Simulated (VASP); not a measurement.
# Si2W (I4/mmm) in VASP: notebook

The runs below take Si2W through single point, with PBE.

All numbers are computed with VASP 6.6.1; they aren't measurements. Logs are shortened: lines on timing, memory, paths and dates and some standing lists are left out, and cuts for length are marked.

### Step 1. The cell of the first run

Symmetry: I4/mmm, No. 139, tetragonal system. Conventional cell: a = 3.100 Å, b = 3.100 Å, c = 8.535 Å, α = 90.00°, β = 90.00°, γ = 90.00°. Si (site symmetry 4mm) has 5 W at 2.56 to 2.95 Å and 9 Si at 2.64 to 3.10 Å within 3.4 Å. W (site symmetry 4/mmm) has 10 Si at 2.56 to 2.95 Å and 4 W at 3.10 Å within 3.4 Å.

### Step 2. Single point, PBE

Input file INCAR:

```
SYSTEM = Si2W
  ALGO = Normal
  EDIFF = 1E-7
  ENCUT = 520
  GGA = PE
  ISIF = 2
  ISMEAR = 0
  LASPH = .TRUE.
  LCHARG = .FALSE.
  LREAL = .FALSE.
  LWAVE = .FALSE.
  NBANDS = 18
  NELM = 100
  PREC = Accurate
  SIGMA = 0.15
```

Input file KPOINTS:

```
k-points
0
G
  18 18 18
  0 0 0
```

Input file POSCAR:

```
Si2W
1.0
   -1.5501914337      1.5501914337      4.2675219978
    1.5501914337     -1.5501914337      4.2675219978
    1.5501914337      1.5501914337     -4.2675219978
Si W
2 1
Direct
    0.3451609204      0.3451609204      0.0000000000
    0.6548390796      0.6548390796      0.0000000000
    0.0000000000      0.0000000000      0.0000000000
```

Potentials or basis: VASP PAW PBE potentials, release 64 (Si, W_sv).

Command:

```bash
> cat potpaw_PBE.64/Si/POTCAR potpaw_PBE.64/W_sv/POTCAR > POTCAR
> mpirun -np 1 vasp_std > vasp.out
```

OUTCAR:

```text
SYSTEM = Si2W
   EDIFF = 1E-7
   ENCUT = 520
   GGA = PE
   ISIF = 2
   ISMEAR = 0
   LASPH = .TRUE.
   LREAL = .FALSE.
   NELM = 100
   PREC = Accurate

 ion  position               nearest neighbor table
   1  0.345  0.345  0.000-   3 2.56   3 2.56   3 2.56   3 2.56   2 2.64   2 2.73   2 2.73   2 2.73
                             2 2.73   3 2.95
   2  0.655  0.655  0.000-   3 2.56   3 2.56   3 2.56   3 2.56   1 2.64   1 2.73   1 2.73   1 2.73
                             1 2.73   3 2.95
   3  0.000  0.000  0.000-   2 2.56   2 2.56   2 2.56   1 2.56   2 2.56   1 2.56   1 2.56   1 2.56
                             1 2.95   2 2.95

  LATTYP: Found a body centered tetragonal cell.
 ALAT       =     3.1003828674
 C/A-ratio  =     2.7529000000

  Lattice vectors:

 A1 = (  -1.5501914337,   1.5501914337,   4.2675219978)
 A2 = (   1.5501914337,  -1.5501914337,   4.2675219978)
 A3 = (   1.5501914337,   1.5501914337,  -4.2675219978)

Analysis of symmetry for initial positions (statically):
=====================================================================
 Subroutine PRICEL returns:
 Original cell was already a primitive cell.

 Routine SETGRP: Setting up the symmetry group for a
 body centered tetragonal supercell.

 Subroutine GETGRP returns: Found 16 space group operations
 (whereof 16 operations were pure point group operations)
 out of a pool of 16 trial point group operations.

The static configuration has the point symmetry D_4h.

Analysis of symmetry for dynamics (positions and initial velocities):
=====================================================================
 Subroutine PRICEL returns:
 Original cell was already a primitive cell.

 Routine SETGRP: Setting up the symmetry group for a
 body centered tetragonal supercell.

 Subroutine GETGRP returns: Found 16 space group operations
 (whereof 16 operations were pure point group operations)
 out of a pool of 16 trial point group operations.

The dynamic configuration has the point symmetry D_4h.

 Subroutine INISYM returns: Found 16 space group operations
 (whereof 16 operations are pure point group operations),
 and found     1 'primitive' translations

----------------------------------------------------------------------------------------

                                     Primitive cell

  volume of cell :      41.0210
[... 88 lines left out ...]
   LASPH  =      T    aspherical Exc in radial PAW
   ENCUT  =  520.0 eV  38.22 Ry    6.18 a.u.   8.92  8.92  8.92*2*pi/ulx,y,z
   NELM   =    100;   NELMIN=  2; NELMDL= -5     # of ELM steps
   EDIFF  = 0.1E-06   stopping-criterion for ELM
   LREAL  =      F    real-space projection
   EDIFFG = 0.1E-05   stopping-criterion for IOM
   NSW    =      0    number of steps for IOM
   IBRION =     -1    ionic relax: 0-MD 1-quasi-New 2-CG
   NFREE  =      0    steps in history (QN), initial steepest desc. (CG)
   ISIF   =      2    stress and relaxation
   ISYM   =      2    0-nonsym 1-usesym 2-fastsym
   POTIM  = 0.5000    time-step for ionic-motion
   TEBEG  =    0.0;   TEEND  =   0.0 temperature during run
   PSTRESS=    0.0 pullay stress
   NELECT =      22.0000    total number of electrons
   NUPDOWN=      -1.0000    fix difference up-down
   EMIN   =  10.00;   EMAX   =-10.00  energy-range for DOS
   EFERMI =   0.00;   METHOD = LEGACY
   ISMEAR =     0;   SIGMA  =   0.15  broadening in eV -4-tet -1-fermi 0-gaus
   EFERMI_NEDOS =   21; number of points for ismear=-14 and -15
   IALGO  =     38    algorithm
   IMIX   =      4    mixing-type and parameters
     AMIX     =   0.40;   BMIX     =  1.00
     AMIX_MAG =   1.60;   BMIX_MAG =  1.00
  volume/ion in A,a.u.               =      13.67        92.27
  Fermi-wavevector in a.u.,A,eV,Ry     =   1.330088  2.513501 24.070517  1.769133
  Thomas-Fermi vector in A             =   2.459201
   LORBIT       =      0    0 simple, 1 ext, 2 COOP (PROOUT), +10 PAW based schemes
   GGA     = PE    functional components
   LHFCALC =     F    Hartree Fock is set to
   AEXX    =    0.0000 exact exchange contribution
   IVDW    =     0    specifies the selected vdW correction
   LEPSILON=     F    determine dielectric tensor
   LRPA    =     F    only Hartree local field effects (RPA)
 non-spin polarized calculation
 Gauss-broadening in eV      SIGMA  =   0.15
  energy-cutoff  :      520.00
  volume of cell :       41.02
 maximum number of plane-waves:      1119
   NGX = 17   NGY = 17   NGZ = 17

 number of electron      22.0000000 magnetization

 Free energy of the ion-electron system (eV)
  ---------------------------------------------------
  ext. energy  EPLUGINS =         0.00000000
  ---------------------------------------------------
  free energy    TOTEN  =       -24.28927608 eV

  energy without entropy =      -24.28267180  energy(sigma->0) =      -24.28597394

 E-fermi :  11.8708     XC(G=0): -12.4483

 val. band max:       11.8631344740   @ k =   0.3333   0.1667   0.1667
 cond. band min:      11.8771136488   @ k =  -0.3889  -0.3889   0.3333
 fundamental gap:      0.0139791748
 Fermi energy:        11.8707773218

 k-point     1 :       0.0000    0.0000    0.0000
  band No.  band energies     occupation
      1     -62.0105      2.00000
      2     -26.3411      2.00000
      3     -26.2083      2.00000
      4     -26.2083      2.00000
      5      -2.1291      2.00000
      6       4.4132      2.00000
[... 481 lines left out ...]
      5      -1.1528      2.00000
      6       4.6353      2.00000
[... 10 lines left out ...]
     17      18.3714      0.00000
     18      20.9982      0.00000

 [... further k-points ...]

------------------------ aborting loop because EDIFF is reached ----------------------------------------

  FORCE on cell =-STRESS in cart. coord.  units (eV):
  Direction    XX          YY          ZZ          XY          YZ          ZX
  --------------------------------------------------------------------------------------
  -------------------------------------------------------------------------------------
  Total        4.3783021      4.3783021     -4.6180665      0.0000000      0.0000000      0.0000000
  in kB      171.0054226    171.0054226   -180.3700141      0.0000000      0.0000000      0.0000000
  external PRESSURE =      53.8802770 kB  Pullay stress =       0.0000000 kB

 VOLUME and BASIS-vectors are now :
 -----------------------------------------------------------------------------
  energy-cutoff  :      520.00
  volume of cell :       41.02
      direct lattice vectors                 reciprocal lattice vectors
    -1.550191434  1.550191434  4.267521998     0.000000000  0.322540810  0.117164012
     1.550191434 -1.550191434  4.267521998     0.322540810  0.000000000  0.117164012
     1.550191434  1.550191434 -4.267521998     0.322540810  0.322540810  0.000000000

 POSITION                                       TOTAL-FORCE (eV/Angst)
 -----------------------------------------------------------------------------------
      0.00000      0.00000      2.94596         0.000000      0.000000     -1.142358
      0.00000      0.00000      5.58908        -0.000000     -0.000000      1.142358
      0.00000      0.00000      0.00000        -0.000000     -0.000000      0.000000
 -----------------------------------------------------------------------------------
    total drift:                               -0.000000     -0.000000      0.000000

  FREE ENERGIE OF THE ION-ELECTRON SYSTEM (eV)
  ---------------------------------------------------
  free  energy   TOTEN  =       -24.2892760835 eV

  energy  without entropy=      -24.2826718033  energy(sigma->0) =      -24.28597394
```

Run time: 3.7 min. Hardware: 1 thread of Intel Xeon 6975P-C (Granite Rapids), shared host; peak memory 0.46 GiB.

Results:

```
Free energy            : -24.2893 eV
Pressure               : 5.4 GPa
Largest force          : 1.142 eV/Å
Band gap on the k mesh : zero (bands 11 and 12 overlap by 1.51 eV)
```

Forces in eV/Å, atoms in the order of the input:
```
Si   0.000  0.000 -1.142
Si   0.000  0.000  1.142
W    0.000  0.000  0.000
```

Levels at points of the mesh, in eV from the Fermi level:
```
           k point  band 8  band 9  band 10  band 11  band 12  band 13  band 14  band 15
(0.00, 0.00, 0.00)   -3.78   -2.14    -2.14     0.99     3.26     3.26     3.32     3.44
(0.50, 0.00, 0.00)   -5.19   -3.04    -2.62    -0.12     2.11     2.76     3.44     3.87
(0.50, 0.50, 0.00)   -5.10   -4.44    -4.18    -2.12     2.09     2.53     2.75     3.49
(0.50, 0.50, 0.50)   -2.42   -0.74    -0.74     0.23     0.23     1.06     2.45     3.94
```

Caveat: the stress differs along the axes, from -18 to 17 GPa; spin-orbit coupling is left out, which moves the levels of the heavy elements; forces of over 1 eV/Å act on the atoms, so gaps and moduli don't describe the material at rest.

### Step 3. Single point, PBE

Input file INCAR:

```
SYSTEM = Si2W
PREC = Accurate
ENCUT = 520
EDIFF = 1E-6
ISMEAR = 0
SIGMA = 0.15
LREAL = .FALSE.
LASPH = .TRUE.
NELM = 100
ALGO = Normal
ISIF = 2
LWAVE = .FALSE.
LCHARG = .FALSE.
GGA = PE
NBANDS = 18
```

Input file KPOINTS:

```
Automatic mesh
0
G
  18 18 18
  0 0 0
```

Input file POSCAR:

```
Si2W
1.0
   -1.5501914337      1.5501914337      4.2675219978
    1.5501914337     -1.5501914337      4.2675219978
    1.5501914337      1.5501914337     -4.2675219978
Si W
2 1
Direct
    0.3027953053      0.3027953053      0.0000000000
    0.6972046947      0.6972046947      0.0000000000
    0.0000000000      0.0000000000      0.0000000000
```

Potentials or basis: VASP PAW PBE potentials, release 64 (Si, W_sv).

Command:

```bash
> cat potpaw_PBE.64/Si/POTCAR potpaw_PBE.64/W_sv/POTCAR > POTCAR
> mpirun -np 1 vasp_std > vasp.out
```

OUTCAR:

```text
SYSTEM = Si2W
   PREC = Accurate
   ENCUT = 520
   EDIFF = 1E-6
   ISMEAR = 0
   LREAL = .FALSE.
   LASPH = .TRUE.
   NELM = 100
   ISIF = 2
   GGA = PE

 ion  position               nearest neighbor table
   1  0.303  0.303  0.000-   2 2.37   2 2.37   2 2.37   2 2.37   3 2.58   3 2.76   3 2.76   3 2.76
                             3 2.76
   2  0.697  0.697  0.000-   1 2.37   1 2.37   1 2.37   1 2.37   3 2.58   3 2.76   3 2.76   3 2.76
                             3 2.76
   3  0.000  0.000  0.000-   1 2.58   2 2.58   2 2.76   1 2.76   2 2.76   2 2.76   2 2.76   1 2.76
                             1 2.76   1 2.76

  LATTYP: Found a body centered tetragonal cell.
 ALAT       =     3.1003828674
 C/A-ratio  =     2.7529000000

  Lattice vectors:

 A1 = (  -1.5501914337,   1.5501914337,   4.2675219978)
 A2 = (   1.5501914337,  -1.5501914337,   4.2675219978)
 A3 = (   1.5501914337,   1.5501914337,  -4.2675219978)

Analysis of symmetry for initial positions (statically):
=====================================================================
 Subroutine PRICEL returns:
 Original cell was already a primitive cell.

 Routine SETGRP: Setting up the symmetry group for a
 body centered tetragonal supercell.

 Subroutine GETGRP returns: Found 16 space group operations
 (whereof 16 operations were pure point group operations)
 out of a pool of 16 trial point group operations.

The static configuration has the point symmetry D_4h.

Analysis of symmetry for dynamics (positions and initial velocities):
=====================================================================
 Subroutine PRICEL returns:
 Original cell was already a primitive cell.

 Routine SETGRP: Setting up the symmetry group for a
 body centered tetragonal supercell.

 Subroutine GETGRP returns: Found 16 space group operations
 (whereof 16 operations were pure point group operations)
 out of a pool of 16 trial point group operations.

The dynamic configuration has the point symmetry D_4h.

 Subroutine INISYM returns: Found 16 space group operations
[... 118 lines left out ...]
     AMIX     =   0.40;   BMIX     =  1.00
     AMIX_MAG =   1.60;   BMIX_MAG =  1.00
  volume/ion in A,a.u.               =      13.67        92.27
  Fermi-wavevector in a.u.,A,eV,Ry     =   1.330088  2.513501 24.070517  1.769133
  Thomas-Fermi vector in A             =   2.459201
   LORBIT       =      0    0 simple, 1 ext, 2 COOP (PROOUT), +10 PAW based schemes
   GGA     = PE    functional components
   LHFCALC =     F    Hartree Fock is set to
   AEXX    =    0.0000 exact exchange contribution
   IVDW    =     0    specifies the selected vdW correction
   LEPSILON=     F    determine dielectric tensor
   LRPA    =     F    only Hartree local field effects (RPA)
 non-spin polarized calculation
 Gauss-broadening in eV      SIGMA  =   0.15
  energy-cutoff  :      520.00
  volume of cell :       41.02
 maximum number of plane-waves:      1119
   NGX = 17   NGY = 17   NGZ = 17

 number of electron      22.0000000 magnetization

 Free energy of the ion-electron system (eV)
  ---------------------------------------------------
  ext. energy  EPLUGINS =         0.00000000
  ---------------------------------------------------
  free energy    TOTEN  =       -23.44130320 eV

  energy without entropy =      -23.42474718  energy(sigma->0) =      -23.43302519

 E-fermi :  11.8036     XC(G=0): -12.4597

 val. band max:       11.8035823465   @ k =  -0.1111  -0.3889   0.1111
 cond. band min:      11.8064744232   @ k =  -0.3333   0.3889   0.3333
 fundamental gap:      0.0028920768
 Fermi energy:        11.8035882158

 k-point     1 :       0.0000    0.0000    0.0000
  band No.  band energies     occupation
      1     -62.3573      2.00000
      2     -26.7280      2.00000
      3     -26.3981      2.00000
      4     -26.3981      2.00000
      5      -2.8703      2.00000
      6       5.6750      2.00000
[... 481 lines left out ...]
      5      -1.9853      2.00000
      6       5.2741      2.00000
[... 10 lines left out ...]
     17      19.0602      0.00000
     18      19.3883      0.00000

 [... further k-points ...]

------------------------ aborting loop because EDIFF is reached ----------------------------------------

  FORCE on cell =-STRESS in cart. coord.  units (eV):
  Direction    XX          YY          ZZ          XY          YZ          ZX
  --------------------------------------------------------------------------------------
  -------------------------------------------------------------------------------------
  Total        4.1393947      4.1393947     -5.5968658      0.0000000      0.0000000      0.0000000
  in kB      161.6743016    161.6743016   -218.5994433      0.0000000      0.0000000      0.0000000
  external PRESSURE =      34.9163866 kB  Pullay stress =       0.0000000 kB

 VOLUME and BASIS-vectors are now :
 -----------------------------------------------------------------------------
  energy-cutoff  :      520.00
  volume of cell :       41.02
      direct lattice vectors                 reciprocal lattice vectors
    -1.550191434  1.550191434  4.267521998     0.000000000  0.322540810  0.117164012
     1.550191434 -1.550191434  4.267521998     0.322540810  0.000000000  0.117164012
     1.550191434  1.550191434 -4.267521998     0.322540810  0.322540810  0.000000000

 POSITION                                       TOTAL-FORCE (eV/Angst)
 -----------------------------------------------------------------------------------
      0.00000      0.00000      2.58437         0.000000      0.000000      3.298217
      0.00000      0.00000      5.95067        -0.000000     -0.000000     -3.298217
      0.00000      0.00000      0.00000        -0.000000     -0.000000     -0.000000
 -----------------------------------------------------------------------------------
    total drift:                               -0.000000      0.000000     -0.000000

  FREE ENERGIE OF THE ION-ELECTRON SYSTEM (eV)
  ---------------------------------------------------
  free  energy   TOTEN  =       -23.4413032049 eV

  energy  without entropy=      -23.4247471761  energy(sigma->0) =      -23.43302519
```

Run time: 3.3 min. Hardware: 1 thread of Intel Xeon 6975P-C (Granite Rapids), shared host; peak memory 0.46 GiB.

Results:

- Free energy: -23.4413 eV
- Pressure: 3.5 GPa
- Largest force: 3.298 eV/Å
- Band gap on the k mesh: zero (bands 11 and 12 overlap by 2.85 eV)

Forces on the atoms (eV/Å):
```
Si   0.000  0.000  3.298
Si   0.000  0.000 -3.298
W    0.000  0.000  0.000
```

Caveat: the stress differs along the axes, from -22 to 16 GPa; spin-orbit coupling is left out, which moves the levels of the heavy elements; forces of over 1 eV/Å act on the atoms, so gaps and moduli don't describe the material at rest.

(Continued in part 2 of 2.)
